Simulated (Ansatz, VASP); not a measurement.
TiRu2: VASP beside Ansatz

```xyz
6
Lattice="4.1757 0.0000 0.0000 0.0000 4.1757 0.0000 0.0000 0.0000 5.6906" Properties=species:S:1:pos:R:3 pbc="T T T"
Ti    0.0000    0.0000    0.0000
Ti    2.0878    2.0878    2.8453
Ru    0.0000    2.0878    1.4242
Ru    0.0000    2.0878    4.2695
Ru    2.0878    0.0000    1.4211
Ru    2.0878    0.0000    4.2664
```

Alike in both runs: functional PBE; k mesh 4 × 4 × 4; occupations gaussian, width 0.1 eV; no spin polarisation.

Ansatz relaxed the structure, and its values are those at the end. VASP's run is a single point on that final structure, the one shown.

|  | VASP | Ansatz |
| --- | --- | --- |
| version | VASP 6.6.1 | Ansatz 0.2.0 |
| potentials or method | VASP PAW PBE potentials, release 64 (Ti_sv, Ru_pv), cutoff 520 eV | scalar-relativistic, plane waves, PAW |
| valence electrons in the cell | 80 | 88 |

```tsv
	VASP	Ansatz	Ansatz less VASP
gap on the k mesh at the Fermi level (eV)	none	none	-
pressure (GPa)	0.0	0.1	+0.09
rms of the force components (eV/Å)	0.004	0.004	-0.0001
```

A gap of «none» marks a metal or a gap that the smearing closes. VASP's potentials hold 80 valence electrons a cell and Ansatz's 88, so a difference there can come from the potentials and not from the codes.

The k mesh is coarse, so the values compare programs but aren't converged.
